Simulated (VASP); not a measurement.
# H3C5 in VASP: further runs

Runs on H3C5. Level: PBE. Tasks: single point.

All numbers are computed with VASP 6.6.1; they aren't measurements. Logs are shortened: lines on timing, memory, paths and dates and some standing lists are left out, and cuts for length are marked.

## (1) The cell of the first run

The cell holds a slab with vacuum, 32 atoms: a = 5.049 Å, b = 5.049 Å, c = 17.136 Å, α = 90.00°, β = 90.00°, γ = 90.00°.

## (2) Single point, PBE

INCAR

```
  PREC = Accurate
  ENCUT = 520
  EDIFF = 1E-6
  ISMEAR = 0
  SIGMA = 0.05
  LREAL = Auto
  LASPH = True
  NELM = 80
  ALGO = Normal
  ISIF = 2
  LWAVE = False
  LCHARG = False
  GGA = PE
  NBANDS = 68
```

KPOINTS

```
Automatic mesh
0
Gamma
  1 1 1
```

POSCAR

```
H3C5
1.0
    5.0487420000      0.0000000000      0.0000000000
    0.0000000000      5.0487420000      0.0000000000
    0.0000000000      0.0000000000     17.1355610000
H C
12 20
Direct
    0.4277867635      0.0000000000      0.0583581711
    0.0722132365      0.0000000000      0.0583581711
    0.9277867635      0.0000000000      0.0583581711
    0.5722132365      0.0000000000      0.0583581711
    0.4277867635      0.5000000000      0.0583581711
    0.0722132365      0.5000000000      0.0583581711
    0.9277867635      0.5000000000      0.0583581711
    0.5722132365      0.5000000000      0.0583581711
    0.7486459003      0.0076500245      0.3587530633
    0.2475216599      0.8501383117      0.3446749715
    0.7472804116      0.4838036881      0.3581042955
    1.2578905795      0.4439799063      0.3591813539
    0.2500000990      0.0000000000      0.0953981022
    0.7500000990      0.0000000000      0.0953981022
    0.2500000990      0.5000000000      0.0953981022
    0.7500000990      0.5000000000      0.0953981022
    0.2500000990      0.2500000990      0.1474827699
    0.7500000990      0.2500000990      0.1474827699
    0.2500000990      0.7500000990      0.1474827699
    0.7500000990      0.7500000990      0.1474827699
    0.0080966704      0.2453169522      0.1971001125
    0.4918084545      0.2460016772      0.1969592942
   -0.0063154346      0.7453672618      0.2004838359
    0.5065535137      0.7462587710      0.2003126714
    0.0021128035     -0.0002883887      0.2524293194
    0.4981421114      0.0005815310      0.2520355184
    0.0007502859      0.4844830653      0.2520659814
    0.5000196088      0.4858400370      0.2517186335
    0.2509635073     -0.0100007091      0.3011614852
    0.7500781383      0.0785054970      0.2982815094
    0.2498166870      0.4841606087      0.2991478365
    0.7507256263      0.4097638580      0.2979090676
```

Potentials or basis: VASP PAW PBE potentials, release 64 (H, C).

Launch:

```
$ cat potpaw_PBE.64/H/POTCAR potpaw_PBE.64/C/POTCAR > POTCAR
$ mpirun -np 1 vasp_gam > vasp.out
```

OUTCAR:

```text
PREC = Accurate
   ENCUT = 520
   EDIFF = 1E-6
   ISMEAR = 0
   LREAL = Auto
   LASPH = True
   NELM = 80
   ISIF = 2
   GGA = PE

 ion  position               nearest neighbor table
   1  0.428  0.000  0.058-   4 0.73  13 1.10
   2  0.072  0.000  0.058-   3 0.73  13 1.10
   3  0.928  0.000  0.058-   2 0.73  14 1.10
   4  0.572  0.000  0.058-   1 0.73  14 1.10
   5  0.428  0.500  0.058-   8 0.73  15 1.10
   6  0.072  0.500  0.058-   7 0.73  15 1.10
   7  0.928  0.500  0.058-   6 0.73  16 1.10
   8  0.572  0.500  0.058-   5 0.73  16 1.10
   9  0.749  0.008  0.359-  30 1.10
  10  0.248  0.850  0.345-  29 1.03
  11  0.747  0.484  0.358-  32 1.10
  12  0.258  0.444  0.359-  31 1.05
  13  0.250  0.000  0.095-   1 1.10   2 1.10  19 1.55  17 1.55
  14  0.750  0.000  0.095-   3 1.10   4 1.10  20 1.55  18 1.55
  15  0.250  0.500  0.095-   5 1.10   6 1.10  17 1.55  19 1.55
  16  0.750  0.500  0.095-   7 1.10   8 1.10  18 1.55  20 1.55
  17  0.250  0.250  0.147-  22 1.49  21 1.49  15 1.55  13 1.55
  18  0.750  0.250  0.147-  16 1.55  14 1.55  22 1.56  21 1.56
[... 8 lines left out ...]
  27  0.001  0.484  0.252-  31 1.49  21 1.53  32 1.53  23 1.59
  28  0.500  0.486  0.252-  31 1.50  22 1.53  32 1.54  24 1.58
  29  0.251  0.990  0.301-  10 1.03  26 1.51  25 1.51
  30  0.750  0.079  0.298-   9 1.10  25 1.55  26 1.55  32 1.67
  31  0.250  0.484  0.299-  12 1.05  27 1.49  28 1.50
  32  0.751  0.410  0.298-  11 1.10  27 1.53  28 1.54  30 1.67

  LATTYP: Found a simple tetragonal cell.
 ALAT       =     5.0487420000
 C/A-ratio  =     3.3940258781

  Lattice vectors:

 A1 = (   5.0487420000,   0.0000000000,   0.0000000000)
 A2 = (   0.0000000000,   5.0487420000,   0.0000000000)
 A3 = (   0.0000000000,   0.0000000000,  17.1355610000)

Analysis of symmetry for initial positions (statically):
=====================================================================
 Subroutine PRICEL returns:
 Original cell was already a primitive cell.

 Routine SETGRP: Setting up the symmetry group for a
 simple tetragonal supercell.

 Subroutine GETGRP returns: Found  1 space group operations
 (whereof  1 operations were pure point group operations)
 out of a pool of 16 trial point group operations.

The static configuration has the point symmetry C_1 .

Analysis of symmetry for dynamics (positions and initial velocities):
=====================================================================
 Subroutine PRICEL returns:
 Original cell was already a primitive cell.

 Routine SETGRP: Setting up the symmetry group for a
 simple tetragonal supercell.

 Subroutine GETGRP returns: Found  1 space group operations
 (whereof  1 operations were pure point group operations)
 out of a pool of 16 trial point group operations.

The dynamic configuration has the point symmetry C_1 .

 Subroutine INISYM returns: Found  1 space group operations
 (whereof  1 operations are pure point group operations),
 and found     1 'primitive' translations

----------------------------------------------------------------------------------------

                                     Primitive cell

  volume of cell :     436.7820

  direct lattice vectors                    reciprocal lattice vectors
     5.048742000  0.000000000  0.000000000     0.198069143  0.000000000  0.000000000
     0.000000000  5.048742000  0.000000000     0.000000000  0.198069143  0.000000000
     0.000000000  0.000000000 17.135561000     0.000000000  0.000000000  0.058358171

  length of vectors
     5.048742000  5.048742000 17.135561000     0.198069143  0.198069143  0.058358171

  position of ions in fractional coordinates (direct lattice)
     0.427786764  0.000000000  0.058358171
     0.072213236  0.000000000  0.058358171
     0.927786764  0.000000000  0.058358171
     0.572213236  0.000000000  0.058358171
     0.427786764  0.500000000  0.058358171
     0.072213236  0.500000000  0.058358171
[... 24 lines left out ...]
     0.249816687  0.484160609  0.299147836
     0.750725626  0.409763858  0.297909068

  ion indices of the primitive-cell ions
   primitive index   ion index
                 1           1
                 2           2
                 3           3
                 4           4
                 5           5
                 6           6
[... 24 lines left out ...]
                31          31
                32          32

----------------------------------------------------------------------------------------

 KPOINTS: Automatic mesh

Automatic generation of k-mesh.
 Grid dimensions read from file:
 generate k-points for:    1    1    1

 Generating k-lattice:

  Cartesian coordinates                     Fractional coordinates (reciprocal lattice)
     0.198069143  0.000000000  0.000000000     1.000000000  0.000000000  0.000000000
     0.000000000  0.198069143  0.000000000     0.000000000  1.000000000  0.000000000
     0.000000000  0.000000000  0.058358171     0.000000000  0.000000000  1.000000000

  Length of vectors
     0.198069143  0.198069143  0.058358171

  Shift w.r.t. Gamma in fractional coordinates (k-lattice)
     0.000000000  0.000000000  0.000000000

 Subroutine IBZKPT returns following result:
 ===========================================

 Found      1 irreducible k-points:

 Following reciprocal coordinates:
            Coordinates               Weight
  0.000000  0.000000  0.000000      1.000000
   k-points           NKPTS =      1   k-points in BZ     NKDIM =      1   number of bands    NBANDS=     68
   number of dos      NEDOS =    301   number of ions     NIONS =     32
   total plane-waves  NPLWV = 204800
   dimension x,y,z NGX =    40 NGY =   40 NGZ =  128
   dimension x,y,z NGXF=    80 NGYF=   80 NGZF=  256
   ions per type =              12  20
   NGX,Y,Z   is equivalent  to a cutoff of  13.17, 13.17, 12.42 a.u.
   NGXF,Y,Z  is equivalent  to a cutoff of  26.34, 26.34, 24.84 a.u.
 SYSTEM =  unknown system
   PREC   = accura    normal or accurate (medium, high low for compatibility)
   ISTART =      0    job   : 0-new  1-cont  2-samecut
   ICHARG =      2    charge: 1-file 2-atom 10-const
   ISPIN  =      1    spin polarized calculation?
   LNONCOLLINEAR =      F non collinear calculations
   LSORBIT =      F    spin-orbit coupling
   LASPH  =      T    aspherical Exc in radial PAW
   ENCUT  =  520.0 eV  38.22 Ry    6.18 a.u.   9.39  9.39 31.86*2*pi/ulx,y,z
   NELM   =     80;   NELMIN=  2; NELMDL= -5     # of ELM steps
   EDIFF  = 0.1E-05   stopping-criterion for ELM
   LREAL  =      T    real-space projection
   EDIFFG = 0.1E-04   stopping-criterion for IOM
   NSW    =      0    number of steps for IOM
   IBRION =     -1    ionic relax: 0-MD 1-quasi-New 2-CG
   NFREE  =      0    steps in history (QN), initial steepest desc. (CG)
   ISIF   =      2    stress and relaxation
   ISYM   =      2    0-nonsym 1-usesym 2-fastsym
   POTIM  = 0.5000    time-step for ionic-motion
   TEBEG  =    0.0;   TEEND  =   0.0 temperature during run
   PSTRESS=    0.0 pullay stress
   NELECT =      92.0000    total number of electrons
   NUPDOWN=      -1.0000    fix difference up-down
   EMIN   =  10.00;   EMAX   =-10.00  energy-range for DOS
   EFERMI =   0.00;   METHOD = LEGACY
   ISMEAR =     0;   SIGMA  =   0.05  broadening in eV -4-tet -1-fermi 0-gaus
   EFERMI_NEDOS =   21; number of points for ismear=-14 and -15
   IALGO  =     38    algorithm
   IMIX   =      4    mixing-type and parameters
     AMIX     =   0.40;   BMIX     =  1.00
     AMIX_MAG =   1.60;   BMIX_MAG =  1.00
  volume/ion in A,a.u.               =      13.65        92.11
  Fermi-wavevector in a.u.,A,eV,Ry     =   0.974053  1.840693 12.908923  0.948779
  Thomas-Fermi vector in A             =   2.104482
   LORBIT       =      0    0 simple, 1 ext, 2 COOP (PROOUT), +10 PAW based schemes
   GGA     = PE    functional components
   LHFCALC =     F    Hartree Fock is set to
   AEXX    =    0.0000 exact exchange contribution
   IVDW    =     0    specifies the selected vdW correction
   LEPSILON=     F    determine dielectric tensor
   LRPA    =     F    only Hartree local field effects (RPA)
 non-spin polarized calculation
 Gauss-broadening in eV      SIGMA  =   0.05
  energy-cutoff  :      520.00
  volume of cell :      436.78
 maximum number of plane-waves:      5878
 NGX is ok and might be reduce to    40
   NGX = 19   NGY = 19   NGZ = 63

 number of electron      92.0000001 magnetization

 Free energy of the ion-electron system (eV)
  ---------------------------------------------------
  ext. energy  EPLUGINS =         0.00000000
  ---------------------------------------------------
  free energy    TOTEN  =      -199.67727401 eV

  energy without entropy =     -199.67727401  energy(sigma->0) =     -199.67727401

 E-fermi :   1.1344     XC(G=0):  -5.1267

 val. band max:        0.8292805566   @ k =   0.0000   0.0000   0.0000
 cond. band min:       2.6414096079   @ k =   0.0000   0.0000   0.0000
 fundamental gap:      1.8121290514
 Fermi energy:         1.1344356602

 k-point     1 :       0.0000    0.0000    0.0000
  band No.  band energies     occupation
      1     -20.0918      2.00000
      2     -17.7703      2.00000
      3     -15.8442      2.00000
      4     -15.8287      2.00000
      5     -15.7295      2.00000
      6     -15.6117      2.00000
[... 50 lines left out ...]
     57       6.0099      0.00000
     58       6.5112      0.00000
 [bands above 58 left out]

------------------------ aborting loop because EDIFF is reached ----------------------------------------

  FORCE on cell =-STRESS in cart. coord.  units (eV):
  Direction    XX          YY          ZZ          XY          YZ          ZX
  --------------------------------------------------------------------------------------
  -------------------------------------------------------------------------------------
  Total       89.0713253     -2.9659419     -2.1386578      0.0555963      4.0900577     -0.1383047
  in kB      326.7260885    -10.8794902     -7.8448961      0.2039350     15.0029041     -0.5073208
  external PRESSURE =     102.6672341 kB  Pullay stress =       0.0000000 kB

 VOLUME and BASIS-vectors are now :
 -----------------------------------------------------------------------------
  energy-cutoff  :      520.00
  volume of cell :      436.78
      direct lattice vectors                 reciprocal lattice vectors
     5.048742000  0.000000000  0.000000000     0.198069143  0.000000000  0.000000000
     0.000000000  5.048742000  0.000000000     0.000000000  0.198069143  0.000000000
     0.000000000  0.000000000 17.135561000     0.000000000  0.000000000  0.058358171

 POSITION                                       TOTAL-FORCE (eV/Angst)
 -----------------------------------------------------------------------------------
      2.15978      0.00000      1.00000        -9.771052     -0.080466      0.107683
      0.36459      0.00000      1.00000         9.766790     -0.076042      0.102339
      4.68416      0.00000      1.00000        -9.779807     -0.010484      0.092166
      2.88896      0.00000      1.00000         9.782360     -0.013853      0.101668
      2.15978      2.52437      1.00000        -9.776012      0.036437      0.098397
      0.36459      2.52437      1.00000         9.774188      0.040569      0.096084
[... 24 lines left out ...]
      1.26126      2.44440      5.12607         0.310985     -0.125588     -1.747740
      3.79022      2.06879      5.10484        -0.193518     -0.043512      0.403656
 -----------------------------------------------------------------------------------
    total drift:                               -0.002063      0.027222     -0.019480

  FREE ENERGIE OF THE ION-ELECTRON SYSTEM (eV)
  ---------------------------------------------------
  free  energy   TOTEN  =      -199.6772740131 eV

  energy  without entropy=     -199.6772740131  energy(sigma->0) =     -199.67727401
```

Wall time 52 s (1 thread of Intel Xeon 6975P-C (Granite Rapids), shared host); peak memory 0.43 GiB.

What came out:

```
Free energy            : -199.6773 eV
Largest force          : 9.783 eV/Å
Band gap on the k mesh : 1.81 eV
```

Forces in eV/Å, atoms in the order of the input:
```
H   -9.771 -0.080  0.108
H    9.767 -0.076  0.102
H   -9.780 -0.010  0.092
H    9.782 -0.014  0.102
H   -9.776  0.036  0.098
H    9.774  0.041  0.096
H   -9.772 -0.033  0.098
H    9.775 -0.038  0.100
H    0.010 -0.013  0.044
H    0.051 -0.925  3.179
H    0.069 -0.005  0.065
H   -0.123  0.104  1.581
C   -0.014 -0.280  1.315
C    0.027  0.134  1.276
C   -0.008  0.347  1.290
C    0.004 -0.251  1.279
C   -0.032 -0.278 -2.405
C    0.000 -0.327 -1.712
C    0.008 -0.362 -0.426
C    0.035 -0.333 -0.918
C   -0.499 -0.367 -0.393
C    0.551 -0.322 -0.376
C    0.130 -0.122 -0.066
C   -0.134 -0.196 -0.065
C    0.075  0.446 -0.130
C    0.039  0.373  0.044
C    0.026  0.505  0.199
C   -0.153  0.338  0.152
C   -0.168  1.980 -3.576
C   -0.009 -0.104  0.191
C    0.311 -0.126 -1.748
C   -0.194 -0.044  0.404
```

Levels at points of the mesh, in eV from the valence-band top:
```csv
k point,band 42,band 43,band 44,band 45,band 46,band 47,band 48,band 49,band 50,band 51
"(0.00, 0.00, 0.00)",-2.48,-2.45,-1.57,-0.49,0.00,1.81,2.44,2.80,3.64,3.94
```

Caveat: the k points lie up to 1.24 Å⁻¹ apart, too coarse for converged energies, forces and pressures; there is no dipole correction, which matters where the two faces differ.

## (3) Single point, PBE

INCAR

```
PREC = Accurate ; ENCUT = 520
EDIFF = 1E-6 ; ISMEAR = 0
SIGMA = 0.05 ; LREAL = Auto
LASPH = True ; NELM = 100
ALGO = Normal ; ISIF = 2
LWAVE = False ; LCHARG = False
GGA = PE ; NBANDS = 68
```

KPOINTS is that of step 2.

POSCAR

```
H3C5
1.0
    5.0487420000      0.0000000000      0.0000000000
    0.0000000000      5.0487420000      0.0000000000
    0.0000000000      0.0000000000     17.1355610000
H C
12 20
Direct
    0.4277867635      0.0000000000      0.0583581711
    0.0722132365      0.0000000000      0.0583581711
    0.9277869616      0.0000000000      0.0583581711
    0.5722132365      0.0000000000      0.0583581711
    0.4277867635      0.5000000000      0.0583581711
    0.0722132365      0.5000000000      0.0583581711
    0.9277869616      0.5000000000      0.0583581711
    0.5722132365      0.5000000000      0.0583581711
    0.7512255528      0.0101500532      0.3594697016
    0.2589205390      0.5930602118      0.3639297249
    0.7500068334      0.4880619766      0.3594409894
    1.2543954514      0.7917958573      0.3463956039
    0.2500000990      0.0000000000      0.0953981022
    0.7500000990      0.0000000000      0.0953981022
    0.2500000990      0.5000000000      0.0953981022
    0.7500000990      0.5000000000      0.0953981022
    0.2500000990      0.2500000990      0.1474827699
    0.7500000990      0.2500000990      0.1474827699
    0.2500000990      0.7500000990      0.1474827699
    0.7500000990      0.7500000990      0.1474827699
    0.0047154321      0.2489776661      0.1964412487
    0.4956690201      0.2488728875      0.1963338697
   -0.0032009954      0.7482723419      0.2015611278
    0.5036258537      0.7480899202      0.2014215934
    0.0024083227      0.0067969407      0.2519580188
    0.4975255222      0.0064728996      0.2521116175
    0.0019779185      0.4887282812      0.2537137827
    0.4999265163      0.4882640072      0.2531227311
    0.2499759346      0.0201103562      0.3007103765
    0.7500248577      0.0811332803      0.2990657265
    0.2521794538      0.4647623111      0.3034062322
    0.7506254033      0.4150501254      0.2991946981
```

Potentials or basis: VASP PAW PBE potentials, release 64 (H, C).

Launch:

```
$ cat potpaw_PBE.64/H/POTCAR potpaw_PBE.64/C/POTCAR > POTCAR
$ mpirun -np 1 vasp_gam > vasp.out
```

It took 54 s on 1 thread of Intel Xeon 6975P-C (Granite Rapids), shared host; peak memory 0.48 GiB.

Results (log left out):

* Free energy: -198.1937 eV
* Largest force: 9.800 eV/Å
* Band gap on the k mesh: 1.84 eV

Forces in eV/Å, atoms in the order of the input:
```
H   -9.799 -0.065  0.109
H    9.792 -0.065  0.107
H   -9.775 -0.005  0.118
H    9.775 -0.001  0.129
H   -9.781  0.056  0.094
H    9.781  0.055  0.093
H   -9.768 -0.005  0.095
H    9.767 -0.007  0.095
H   -0.019 -0.017 -0.009
H   -0.124 -3.320 -1.239
H   -0.019 -0.051  0.035
H   -0.137  4.793 -1.256
C   -0.003 -0.257  1.338
C    0.025  0.062  1.413
C   -0.008  0.283  1.303
C    0.004 -0.072  1.300
C    0.026  0.038 -2.508
C    0.031  0.095 -1.712
C    0.023 -0.254 -0.107
C    0.039 -0.279 -0.374
C    0.276 -0.019  0.268
C   -0.253 -0.080  0.235
C   -0.031  0.017 -0.099
C    0.014  0.028 -0.090
C   -0.105  0.105  0.008
C    0.131  0.183 -0.112
C    0.021  0.130 -0.050
C   -0.002  0.143  0.032
C    0.110 -1.771  0.697
C    0.026 -0.043 -0.074
C   -0.034  0.459  0.174
C    0.017 -0.133 -0.013
```

Levels at points of the mesh, in eV from the valence-band top:
```
           k point  band 44  band 45  band 46  band 47  band 48  band 49
(0.00, 0.00, 0.00)    -1.64    -0.52     0.00     1.84     2.74     3.05
```

Caveat: the k points lie up to 1.24 Å⁻¹ apart, too coarse for converged energies, forces and pressures; there is no dipole correction, which matters where the two faces differ.
